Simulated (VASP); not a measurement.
Runs of VASP 6.6.1 on Ti4Se. The structure is that of space group Pm-3m (No. 221), or close to it. The cells are those of the table. 

```tsv
task	spin	cell	k mesh	cutoff (eV)	gap on the mesh (eV)	pressure (GPa)	moment (μB)
relaxation of cell and atoms	collinear, ferromagnetic start	relaxed from a = 4.434 Å, 5 atoms	4 × 4 × 4	600	none	-0.1	0.00
single point	collinear, ferromagnetic start	a = 4.650 Å, 5 atoms	4 × 4 × 4	520	none	0.2	0.41
single point	collinear, ferromagnetic start	a = 4.434 Å, 5 atoms	4 × 4 × 4	520	none	20.1	(b)
single point	collinear	a = 4.649 Å, 5 atoms	8 × 8 × 8	520	none	0.2	(a)
```

Alike in all rows: level PBE; potentials or basis VASP PAW PBE potentials, release 64 (Ti_sv, Se); smearing gaussian 0.1 eV.

Q: Fill in the values left out.

A: (a) 0.01; (b) 0.02.

A k mesh can miss the band edges, and the runs leave out spin-orbit coupling on Se.

A gap of «none» marks levels without a gap at the run's occupations.
